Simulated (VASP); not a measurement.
A run of VASP 6.6.1:

Contents of INCAR:

```
SYSTEM = Mn
PREC     = Accurate       ! precision mode
ENCUT    = 520            ! plane-wave cutoff, eV
EDIFF    = 1E-6           ! SCF threshold, eV
ISMEAR   = 0              ! smearing method
SIGMA    = 0.1            ! smearing width, eV
LREAL    = .False.        ! projectors in reciprocal space
LASPH    = .True.         ! aspherical terms in the spheres
NELM     = 150            ! most SCF steps
ALGO     = Normal         ! electronic algorithm
ISIF     = 2              ! what is computed and relaxed
LWAVE    = .False.        ! write WAVECAR
LCHARG   = .False.        ! write CHGCAR
ISPIN    = 2              ! spin polarisation
MAGMOM   = 1.28 1.28      ! initial moments
LORBIT   = 11             ! projections on sites
LMAXMIX  = 4              ! l up to which the mixer works
GGA      = PE             ! functional
NBANDS   = 24             ! bands
```

File KPOINTS:

```
Automatic mesh
0
Gamma
  6 6 6
  0 0 0
```

The input POSCAR:

```
Mn
1.0
   -2.2001468975      2.2001468975      1.2332440300
    2.2001468975     -2.2001468975      1.2332440300
    2.2001468975      2.2001468975     -1.2332440300
Mn
2
Direct
    0.7500000000      0.2500000000      0.5000000000
    0.0000000000      0.0000000000      0.0000000000
```

Potentials or basis: VASP PAW PBE potentials, release 64 (Mn_pv).

Launch:

```console
$ cat potpaw_PBE.64/Mn_pv/POTCAR > POTCAR
$ mpirun -np 1 vasp_std > vasp.out
```

Hardware: 1 thread of Intel Xeon 6975P-C (shared host).

**Question.** How long does it take, and how much memory?

**Answer.** It took 60 s on 1 thread of Intel Xeon 6975P-C, with other jobs on the host, peak memory 0.18 GiB. Counts: scf iterations 21, k points 30.
